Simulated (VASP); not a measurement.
# AlInAsP3 (P-6m2) in VASP: single point with PBE

Aim: the single point of AlInAsP3 with PBE.

All numbers are computed with VASP 6.6.1; they aren't measurements. Logs are shortened: lines on timing, memory, paths and dates and some standing lists are left out, and cuts for length are marked.

## Step 1: The cell of the first run

It takes space group P-6m2 (No. 187, hexagonal). Conventional cell: a = 4.908 Å, b = 4.908 Å, c = 6.931 Å, α = 90.00°, β = 90.00°, γ = 120.00°. Al (site symmetry -6m2) has 3 In at 2.83 Å and 3 As at 2.83 Å and 6 P at 3.71 Å within 3.8 Å. In (site symmetry -6m2) has 3 As at 2.83 Å and 3 Al at 2.83 Å and 8 P at 3.47 to 3.71 Å within 3.8 Å. Within 2.8 Å of P (site symmetry 3m) lie 1 P at 2.14 Å and 1 As at 2.39 Å. P (site symmetry -6m2) has 6 P at 3.03 Å and 2 In at 3.47 Å within 4.0 Å. Within 3.2 Å of As (site symmetry -6m2) lie 2 P at 2.39 Å and 3 In at 2.83 Å and 3 Al at 2.83 Å.

## Step 2: Single point, PBE

POSCAR

```
AlInAsP3
1.0
    4.9080425038      0.0000000000      0.0000000000
   -2.4540212519      4.2504894911      0.0000000000
    0.0000000000      0.0000000000      6.9306322655
Al In P As
1 1 3 1
Direct
    0.0000000000      0.0000000000      0.0000000000
    0.3333333333      0.6666666667      0.0000000000
    0.6666666667      0.3333333333      0.6546056909
    0.6666666667      0.3333333333      0.3453943091
    0.3333333333      0.6666666667      0.5000000000
    0.6666666667      0.3333333333      0.0000000000
```

INCAR.step1

```
ALGO = Normal
EDIFF = 1E-6
ENCUT = 400
GGA = PE
GGA_COMPAT = F
ISIF = 2
ISMEAR = 0
LASPH = T
LCHARG = T
LORBIT = 11
LREAL = F
LWAVE = F
NBANDS = 27
NEDOS = 2001
NELM = 120
PREC = Accurate
SIGMA = 0.1
```

KPOINTS.step1

```
k-points
0
Gamma
  12 12 6
```

INCAR.step2

```
ALGO = Normal
EDIFF = 1E-6
ENCUT = 400
GGA = PE
GGA_COMPAT = F
ICHARG = 11
ISIF = 2
ISMEAR = -5
LASPH = T
LCHARG = F
LORBIT = 11
LREAL = F
LWAVE = F
NEDOS = 2001
NELM = 120
PREC = Accurate
SIGMA = 0.1
```

KPOINTS.step2

```
k-points
0
Gamma
  18 18 9
```

Potentials or basis: VASP PAW PBE potentials, release 64 (Al, In_d, P, As).

Launch:

```
$ cat potpaw_PBE.64/Al/POTCAR potpaw_PBE.64/In_d/POTCAR potpaw_PBE.64/P/POTCAR potpaw_PBE.64/As/POTCAR > POTCAR
$ cp INCAR.step1 INCAR
$ cp KPOINTS.step1 KPOINTS
$ mpirun -np 1 vasp_std > vasp.out
$ cp INCAR.step2 INCAR
$ cp KPOINTS.step2 KPOINTS
$ mpirun -np 1 vasp_std > vasp.out
```

OUTCAR:

```text
EDIFF = 1E-6
   ENCUT = 400
   GGA = PE
   ICHARG = 11
   ISIF = 2
   ISMEAR = -5
   LASPH = T
   LORBIT = 11
   LREAL = F
   NELM = 120
   PREC = Accurate

 ion  position               nearest neighbor table
   1  0.000  0.000  0.000-   2 2.83   6 2.83   2 2.83   6 2.83   6 2.83   2 2.83
   2  0.333  0.667  0.000-   6 2.83   1 2.83   6 2.83   1 2.83   1 2.83   6 2.83   5 3.47   5 3.47

   3  0.667  0.333  0.655-   4 2.14   6 2.39
   4  0.667  0.333  0.345-   3 2.14   6 2.39
   5  0.333  0.667  0.500-   2 3.47   2 3.47
   6  0.667  0.333  0.000-   3 2.39   4 2.39   2 2.83   1 2.83   2 2.83   1 2.83   1 2.83   2 2.83

  LATTYP: Found a hexagonal cell.
 ALAT       =     4.9080425038
 C/A-ratio  =     1.4120970346

  Lattice vectors:

 A1 = (   4.9080425038,   0.0000000000,   0.0000000000)
 A2 = (  -2.4540212519,   4.2504894911,   0.0000000000)
 A3 = (   0.0000000000,   0.0000000000,   6.9306322655)

Analysis of symmetry for initial positions (statically):
=====================================================================
 Subroutine PRICEL returns:
 Original cell was already a primitive cell.

 Routine SETGRP: Setting up the symmetry group for a
 hexagonal supercell.

 Subroutine GETGRP returns: Found 12 space group operations
 (whereof 12 operations were pure point group operations)
 out of a pool of 24 trial point group operations.

The static configuration has the point symmetry D_3h.

Analysis of symmetry for dynamics (positions and initial velocities):
=====================================================================
 Subroutine PRICEL returns:
 Original cell was already a primitive cell.

 Routine SETGRP: Setting up the symmetry group for a
 hexagonal supercell.

 Subroutine GETGRP returns: Found 12 space group operations
 (whereof 12 operations were pure point group operations)
 out of a pool of 24 trial point group operations.

The dynamic configuration has the point symmetry D_3h.

 Subroutine INISYM returns: Found 12 space group operations
 (whereof 12 operations are pure point group operations),
 and found     1 'primitive' translations

----------------------------------------------------------------------------------------

                                     Primitive cell

  volume of cell :     144.5840

  direct lattice vectors                    reciprocal lattice vectors
     4.908042504  0.000000000  0.000000000     0.203747217  0.117633510  0.000000000
    -2.454021252  4.250489491  0.000000000     0.000000000  0.235267021  0.000000000
     0.000000000  0.000000000  6.930632265     0.000000000  0.000000000  0.144286980

  length of vectors
     4.908042504  4.908042504  6.930632265     0.235267021  0.235267021  0.144286980

  position of ions in fractional coordinates (direct lattice)
     0.000000000  0.000000000  0.000000000
     0.333333333  0.666666667  0.000000000
     0.666666667  0.333333333  0.654605691
     0.666666667  0.333333333  0.345394309
     0.333333333  0.666666667  0.500000000
     0.666666667  0.333333333  0.000000000

  ion indices of the primitive-cell ions
   primitive index   ion index
                 1           1
                 2           2
                 3           3
                 4           4
                 5           5
                 6           6

----------------------------------------------------------------------------------------

 KPOINTS: k-points

Automatic generation of k-mesh.
 Grid dimensions read from file:
 generate k-points for:   18   18    9

 Generating k-lattice:

  Cartesian coordinates                     Fractional coordinates (reciprocal lattice)
     0.011319290  0.006535195  0.000000000     0.055555556  0.000000000  0.000000000
     0.000000000  0.013070390  0.000000000     0.000000000  0.055555556  0.000000000
     0.000000000  0.000000000  0.016031887     0.000000000  0.000000000  0.111111111

  Length of vectors
     0.013070390  0.013070390  0.016031887

  Shift w.r.t. Gamma in fractional coordinates (k-lattice)
     0.000000000  0.000000000  0.000000000

 TETIRR: Found   2805 inequivalent tetrahedra from    17496

 Subroutine IBZKPT returns following result:
 ===========================================

 Found    185 irreducible k-points:

 Following reciprocal coordinates:
            Coordinates               Weight
  0.000000  0.000000  0.000000      1.000000
  0.055556  0.000000  0.000000      6.000000
  0.111111  0.000000  0.000000      6.000000
  0.166667  0.000000  0.000000      6.000000
  0.222222 -0.000000  0.000000      6.000000
  0.277778 -0.000000  0.000000      6.000000
[... 16 lines left out ...]
  0.333333  0.111111  0.000000     12.000000
  0.388889  0.111111  0.000000     12.000000
 [... further k-points ...]
   k-points           NKPTS =    185   k-points in BZ     NKDIM =    185   number of bands    NBANDS=     22
   number of dos      NEDOS =   2001   number of ions     NIONS =      6
   total plane-waves  NPLWV =  49152
   dimension x,y,z NGX =    32 NGY =   32 NGZ =   48
   dimension x,y,z NGXF=    64 NGYF=   64 NGZF=   96
   ions per type =               1   1   3   1
   NGX,Y,Z   is equivalent  to a cutoff of  10.84, 10.84, 11.51 a.u.
   NGXF,Y,Z  is equivalent  to a cutoff of  21.68, 21.68, 23.03 a.u.
 SYSTEM =  unknown system
   PREC   = accura    normal or accurate (medium, high low for compatibility)
   ISTART =      0    job   : 0-new  1-cont  2-samecut
   ICHARG =     11    charge: 1-file 2-atom 10-const
   ISPIN  =      1    spin polarized calculation?
   LNONCOLLINEAR =      F non collinear calculations
   LSORBIT =      F    spin-orbit coupling
   LASPH  =      T    aspherical Exc in radial PAW
   ENCUT  =  400.0 eV  29.40 Ry    5.42 a.u.   8.00  8.00 11.30*2*pi/ulx,y,z
   NELM   =    120;   NELMIN=  2; NELMDL=  0     # of ELM steps
   EDIFF  = 0.1E-05   stopping-criterion for ELM
   LREAL  =      F    real-space projection
   EDIFFG = 0.1E-04   stopping-criterion for IOM
   NSW    =      0    number of steps for IOM
   IBRION =     -1    ionic relax: 0-MD 1-quasi-New 2-CG
   NFREE  =      0    steps in history (QN), initial steepest desc. (CG)
   ISIF   =      2    stress and relaxation
   ISYM   =      2    0-nonsym 1-usesym 2-fastsym
   POTIM  = 0.5000    time-step for ionic-motion
   TEBEG  =    0.0;   TEEND  =   0.0 temperature during run
   PSTRESS=    0.0 pullay stress
   NELECT =      36.0000    total number of electrons
   NUPDOWN=      -1.0000    fix difference up-down
   EMIN   =  10.00;   EMAX   =-10.00  energy-range for DOS
   EFERMI =   0.00;   METHOD = LEGACY
   ISMEAR =    -5;   SIGMA  =   0.10  broadening in eV -4-tet -1-fermi 0-gaus
   EFERMI_NEDOS =   21; number of points for ismear=-14 and -15
   IALGO  =     38    algorithm
   IMIX   =      4    mixing-type and parameters
     AMIX     =   0.40;   BMIX     =  1.00
     AMIX_MAG =   1.60;   BMIX_MAG =  1.00
  volume/ion in A,a.u.               =      24.10       162.62
  Fermi-wavevector in a.u.,A,eV,Ry     =   1.029917  1.946261 14.432099  1.060729
  Thomas-Fermi vector in A             =   2.163989
   LORBIT       =     11    0 simple, 1 ext, 2 COOP (PROOUT), +10 PAW based schemes
   GGA     = PE    functional components
   LHFCALC =     F    Hartree Fock is set to
   AEXX    =    0.0000 exact exchange contribution
   IVDW    =     0    specifies the selected vdW correction
   LEPSILON=     F    determine dielectric tensor
   LRPA    =     F    only Hartree local field effects (RPA)
 non-spin polarized calculation
 Fermi weights with tetrahedron method with Bloechl corrections
  energy-cutoff  :      400.00
  volume of cell :      144.58
 maximum number of plane-waves:      2664

 number of electron      35.9999986 magnetization

 Free energy of the ion-electron system (eV)
  ---------------------------------------------------
  ext. energy  EPLUGINS =         0.00000000
  ---------------------------------------------------
  free energy    TOTEN  =       -21.82701363 eV

  energy without entropy =      -21.82701363  energy(sigma->0) =      -21.82701363

 E-fermi :   4.8125     XC(G=0):  -9.2037

 val. band max:        4.8886211103   @ k =   0.3333   0.3333   0.2222
 cond. band min:       4.7422402925   @ k =   0.2778   0.2778   0.3333
 fundamental gap:     -0.1463808178
 Fermi energy:         4.8124618523

 k-point     1 :       0.0000    0.0000    0.0000
  band No.  band energies     occupation
      1     -10.0065      2.00000
      2      -9.9167      2.00000
      3      -9.9167      2.00000
      4      -9.8085      2.00000
      5      -9.8085      2.00000
      6      -8.8165      2.00000
[... 14 lines left out ...]
     21       4.6153      2.00000
     22       4.9942      0.00000

 k-point     2 :       0.0556    0.0000    0.0000
  band No.  band energies     occupation
      1     -10.0056      2.00000
      2      -9.9162      2.00000
      3      -9.9156      2.00000
      4      -9.8089      2.00000
      5      -9.8085      2.00000
      6      -8.8064      2.00000
[... 14 lines left out ...]
     21       4.7320      1.61142
     22       5.1763      0.00000

 k-point     3 :       0.1111    0.0000    0.0000
  band No.  band energies     occupation
      1     -10.0035      2.00000
      2      -9.9141      2.00000
      3      -9.9126      2.00000
      4      -9.8101      2.00000
      5      -9.8087      2.00000
      6      -8.7767      2.00000
[... 14 lines left out ...]
     21       4.9797     -0.04454
     22       5.2270      0.00000
[... 476 lines left out ...]
 k-point    23 :       0.3333    0.1111    0.0000
  band No.  band energies     occupation
      1     -10.0121      2.00000
      2      -9.8901      2.00000
      3      -9.8698      2.00000
      4      -9.8201      2.00000
      5      -9.8109      2.00000
      6      -8.4448      2.00000
[... 14 lines left out ...]
     21       5.7927      0.00000
     22       6.5846      0.00000

 k-point    24 :       0.3889    0.1111    0.0000
  band No.  band energies     occupation
      1     -10.0146      2.00000
      2      -9.8860      2.00000
      3      -9.8661      2.00000
      4      -9.8211      2.00000
      5      -9.8111      2.00000
      6      -8.4035      2.00000
[... 14 lines left out ...]
     21       6.2854      0.00000
     22       6.7828      0.00000

 [... further k-points ...]
[... 5 lines left out ...]
  --------------------------------------------------------------------------------------
  -------------------------------------------------------------------------------------
  Total        0.1998150      0.1998150      2.6401833      0.0000000      0.0000000     -0.0000000
  in kB        2.2142092      2.2142092     29.2566469      0.0000000      0.0000000     -0.0000000
  external PRESSURE =      11.2283551 kB  Pullay stress =       0.0000000 kB

 VOLUME and BASIS-vectors are now :
 -----------------------------------------------------------------------------
  energy-cutoff  :      400.00
  volume of cell :      144.58
      direct lattice vectors                 reciprocal lattice vectors
     4.908042504  0.000000000  0.000000000     0.203747217  0.117633510  0.000000000
    -2.454021252  4.250489491  0.000000000     0.000000000  0.235267021  0.000000000
     0.000000000  0.000000000  6.930632265     0.000000000  0.000000000  0.144286980

 POSITION                                       TOTAL-FORCE (eV/Angst)
 -----------------------------------------------------------------------------------
      0.00000      0.00000      0.00000         0.000000     -0.000000      0.000000
     -0.00000      2.83366      0.00000        -0.000000      0.000000      0.000000
      2.45402      1.41683      4.53683         0.000000     -0.000000     -0.011544
      2.45402      1.41683      2.39380         0.000000     -0.000000      0.011544
     -0.00000      2.83366      3.46532         0.000000     -0.000000      0.000000
      2.45402      1.41683      0.00000         0.000000     -0.000000      0.000000
 -----------------------------------------------------------------------------------
    total drift:                                0.005004     -0.002889     -0.000000

  FREE ENERGIE OF THE ION-ELECTRON SYSTEM (eV)
  ---------------------------------------------------
  free  energy   TOTEN  =       -21.8270136306 eV

  energy  without entropy=      -21.8270136306  energy(sigma->0) =      -21.82701363

 total charge

# of ion       s       p       d       tot
------------------------------------------
    1        0.506   0.244   0.000   0.750
    2        0.992   0.555   9.875  11.422
    3        1.131   1.272   0.000   2.403
    4        1.131   1.272   0.000   2.403
    5        1.170   1.071   0.000   2.240
    6        1.319   1.378   0.096   2.794
--------------------------------------------------
tot          6.247   5.792   9.971  22.010
```

It took 9.4 min on 1 thread of Intel Xeon 8259CL, shared host; peak memory 0.56 GiB.

What came out:

```
Valence electrons inside the program's atomic spheres : Al 0.75; In 11.42; P 2.40, 2.24 (each value once); As 2.79
```

Caveat: spin-orbit coupling is left out, which moves the levels of the heavy elements.
